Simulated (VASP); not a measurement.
## C: single point with LDA

The system is C.

```xyz
2
Lattice="0.0000 1.7659 1.7659 1.7659 0.0000 1.7659 1.7659 1.7659 0.0000" Properties=species:S:1:pos:R:3 pbc="T T T"
C     0.0000    0.0000    0.0000
C     0.8829    0.8829    0.8829
```

```
Program             : VASP 6.6.1
Task                : single point
Functional          : LDA
Potentials or basis : VASP PAW LDA potentials, release 64 (C)
Cutoff              : 600 eV
k mesh              : 10 × 10 × 10
Occupations         : gaussian, width 0.01 eV
Spin                : no spin polarisation
```

```yaml
Pressure: 0.8 GPa
Band_gap_on_the_k_mesh: 4.20 eV, indirect (least direct gap 5.63 eV)
```

Levels at points of the mesh, in eV from the valence-band top:
```tsv
k point	band 1	band 2	band 3	band 4	band 5	band 6	band 7	band 8	band 9
(0.00, 0.00, 0.00)	-21.72	0.00	0.00	0.00	5.63	5.63	5.63	14.24	19.40
(0.50, 0.00, 0.00)	-15.70	-13.69	-2.87	-2.87	8.51	8.51	9.42	15.67	21.95
(0.50, 0.50, 0.00)	-12.82	-12.82	-6.47	-6.47	4.77	4.77	17.07	17.07	23.48
```

Run time: 4.8 s on 1 thread of Intel Xeon 6975P-C, with other jobs on the host, peak memory 0.11 GiB.

A k mesh can miss the band edges.
